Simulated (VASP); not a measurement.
A run of VASP 6.6.1 is set up as follows.

File INCAR:

```
PREC = Accurate
ENCUT = 520
EDIFF = 1E-6
ISMEAR = 0
SIGMA = 0.1
LREAL = False
LASPH = True
NELM = 80
ALGO = Normal
ISIF = 2
LWAVE = False
LCHARG = False
GGA = PE
NBANDS = 9
```

File KPOINTS:

```
Automatic mesh
0
Gamma
  16 16 9
```

The input POSCAR:

```
Be
1.0
    2.2656737714      0.0000000000      0.0000000000
   -1.1328368857      1.9621310427      0.0000000000
    0.0000000000      0.0000000000      3.5587036811
Be
2
Direct
    0.3333333333      0.6666666667      0.2500000000
    0.6666666667      0.3333333333      0.7500000000
```

Potentials or basis: VASP PAW PBE potentials, release 64 (Be).

Run with:

```sh
$ cat potpaw_PBE.64/Be/POTCAR > POTCAR
$ mpirun -np 1 vasp_std > vasp.out
```

(1) Estimate the pressure.

(2) Predict the band gap on the k mesh.

## Answers

(1) 0.1 GPa.

(2) zero (band 2 reaches 7.95 eV, above the bottom of band 3 at 6.35 eV).
